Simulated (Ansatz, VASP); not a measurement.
Two plane-wave programs on Te2Mo

INCAR

```
AGGAC = 1.0
AGGAX = 1.0
ALDAC = 0.0
ALDAX = 1.0
ALGO = Normal
EDIFF = 1E-6
ENCUT = 500
GGA = B5
GGA_COMPAT = F
ISIF = 2
ISMEAR = -1
LASPH = T
LCHARG = F
LREAL = F
LWAVE = F
NBANDS = 64
NELM = 120
PREC = Accurate
SIGMA = 0.05
```

Contents of KPOINTS:

```
k-points
0
Gamma
  9 9 1
```

The input POSCAR:

```
Te2Mo
1.0
    3.5613831954      0.0000000000      0.0000000000
   -1.7806915977      3.0842483198      0.0000000000
    0.0000000000      0.0000000000     38.9902681400
Te Mo
8 4
Direct
    0.3333333333      0.6666666667      0.3282231700
    0.3333333333      0.6666666667      0.9518180900
    0.6666666667      0.3333333333      0.1400809200
    0.6666666667      0.3333333333      0.7636306700
    0.6666666667      0.3333333333      0.0481819100
    0.6666666667      0.3333333333      0.6717768300
    0.3333333333      0.6666666667      0.2363693300
    0.3333333333      0.6666666667      0.8599190800
    0.6666666667      0.3333333333      0.2823380000
    0.6666666667      0.3333333333      0.9058588400
    0.3333333333      0.6666666667      0.0941411600
    0.3333333333      0.6666666667      0.7176620000
```

The input input.yaml:

```yaml
crystal:
  lattice:
    - [3.5613831954, 0.0, 0.0]
    - [-1.7806915977, 3.0842483198, 0.0]
    - [0.0, 0.0, 38.99026814]
  atoms:
    - { symbol: Te, position: [0.3333333333, 0.6666666667, 0.32822317] }
    - { symbol: Te, position: [0.3333333333, 0.6666666667, 0.95181809] }
    - { symbol: Te, position: [0.6666666667, 0.3333333333, 0.14008092] }
    - { symbol: Te, position: [0.6666666667, 0.3333333333, 0.76363067] }
    - { symbol: Te, position: [0.6666666667, 0.3333333333, 0.04818191] }
    - { symbol: Te, position: [0.6666666667, 0.3333333333, 0.67177683] }
    - { symbol: Te, position: [0.3333333333, 0.6666666667, 0.23636933] }
    - { symbol: Te, position: [0.3333333333, 0.6666666667, 0.85991908] }
    - { symbol: Mo, position: [0.6666666667, 0.3333333333, 0.282338] }
    - { symbol: Mo, position: [0.6666666667, 0.3333333333, 0.90585884] }
    - { symbol: Mo, position: [0.3333333333, 0.6666666667, 0.09414116] }
    - { symbol: Mo, position: [0.3333333333, 0.6666666667, 0.717662] }
hamiltonian:
  xc: blyp
  pseudopotentials: { kind: paw }
kpoints:
  mp_grid: { grid: [9, 9, 1] }
  band_path:
    path:
      - [[0.0, 0.0, 0.0], [0.5, 0.0, 0.0], [0.3333333333, 0.3333333333, 0.0], [0.0, 0.0, 0.0], [0.0, 0.0, 0.5], [0.5, 0.0, 0.5], [0.3333333333, 0.3333333333, 0.5], [0.0, 0.0, 0.5]]
      - [[0.5, 0.0, 0.5], [0.5, 0.0, 0.0]]
      - [[0.3333333333, 0.3333333333, 0.0], [0.3333333333, 0.3333333333, 0.5]]
    npoints: 10
scf:
  occupations: { method: fermi_dirac, width: 0.05 }
  n_extra_bands: 30
output:
  forces: true
  stress: true
  eigenvalues: true
  fatbands: false
```

Alike in both runs: functional BLYP; k mesh 9 × 9 × 1; occupations fermi-dirac, width 0.05 eV; no spin polarisation.

|  | VASP | Ansatz |
| --- | --- | --- |
| version | VASP 6.6.1 | Ansatz 0.2.0 |
| potentials or method | VASP PAW PBE potentials, release 64 (Te, Mo_sv) | Ansatz PAW |
| plane-wave cutoff (eV) | 500 | 420 |
| valence electrons in the cell | 104 | 184 |
| task | single point | band structure |

```csv
,VASP,Ansatz,Ansatz less VASP
gap on the k mesh at the Fermi level (eV),0.97,0.98,+0.011
least direct gap on the mesh (eV),1.00,1.00,-0.001
rms of the force components (eV/Å),0.306,0.277,-0.0296
```

VASP's potentials were made for PBE, not for BLYP. Atom by atom the forces differ by 0.030 eV/Å (rms over components). The functional is the same, so the differences come from potentials, cutoffs and numerics. VASP's potentials hold 104 valence electrons a cell and Ansatz's 184, so a difference there can come from the potentials and not from the codes.

Spin-orbit coupling is off throughout.
